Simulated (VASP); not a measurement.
A run of VASP 6.6.1:

Contents of INCAR:

```
SYSTEM = Fe3Ge
PREC     = Accurate       ! precision mode
ENCUT    = 520            ! plane-wave cutoff, eV
EDIFF    = 1E-6           ! SCF threshold, eV
ISMEAR   = -1             ! smearing method
SIGMA    = 0.03           ! smearing width, eV
LREAL    = .False.        ! projectors in reciprocal space
LASPH    = .True.         ! aspherical terms in the spheres
NELM     = 60             ! most SCF steps
ALGO     = Normal         ! electronic algorithm
ISIF     = 2              ! what is computed and relaxed
LWAVE    = .False.        ! write WAVECAR
LCHARG   = .False.        ! write CHGCAR
GGA      = PS             ! functional
NBANDS   = 27             ! bands
```

File KPOINTS:

```
Automatic mesh
0
Gamma
  9 9 9
  0 0 0
```

POSCAR

```
Fe3Ge
1.0
    3.5341743944      0.0000000000      0.0000000000
    0.0000000000      3.5341743944      0.0000000000
    0.0000000000      0.0000000000      3.5341743944
Fe Ge
3 1
Direct
    0.0000000000      0.5000000000      0.5000000000
    0.5000000000      0.5000000000      0.0000000000
    0.5000000000      0.0000000000      0.5000000000
    0.0000000000      0.0000000000      0.0000000000
```

Potentials or basis: VASP PAW PBE potentials, release 64 (Fe, Ge_d).

Command:

```sh
$ cat potpaw_PBE.64/Fe/POTCAR potpaw_PBE.64/Ge_d/POTCAR > POTCAR
$ mpirun -np 1 vasp_std > vasp.out
```

Hardware: 1 thread of AMD EPYC 9R45 96-Core Processor (Zen 5) (shared host).

Problem. Estimate the wall time of this run.

Solution. Wall time 22 s on 1 thread of AMD EPYC 9R45 96-Core Processor (Zen 5), with other jobs on the host, peak memory 0.15 GiB. Counts: scf iterations 14, k points 35.
